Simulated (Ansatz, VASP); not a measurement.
One calculation of CdS, two programs

```
Cd S
1.0
     0.00000    2.93921    2.79225
     2.93921    0.00000    2.79225
     2.93921    2.93921    0.00000
Cd S
1 1
Direct
  0.00000 0.00000 0.00000
  0.25000 0.25000 0.25000
```

Change from the starting cell: uniaxial_z strain -5.0%.

Alike in both runs: task single point; functional r2SCAN; k mesh 8 × 8 × 8; no spin polarisation.

```csv
,VASP,Ansatz
version,VASP 6.6.1,Ansatz 0.2.0
potentials or method,"VASP PAW PBE potentials, release 64 (Cd, S)","plane waves, PAW"
plane-wave cutoff (eV),520,500
occupations,"gaussian, width 0.01 eV",fixed
valence electrons in the cell,18,26
```

```csv
,VASP,Ansatz,Ansatz less VASP
gap on the k mesh at the Fermi level (eV),1.56,1.56,0.000
pressure (GPa),3.8,3.4,-0.38
"traceless stress, the component that is largest in VASP (GPa)",0.40,0.41,+0.014
```

VASP's potentials were made for PBE, not for r2SCAN. VASP's potentials hold 18 valence electrons a cell and Ansatz's 26, so a difference there can come from the potentials and not from the codes.
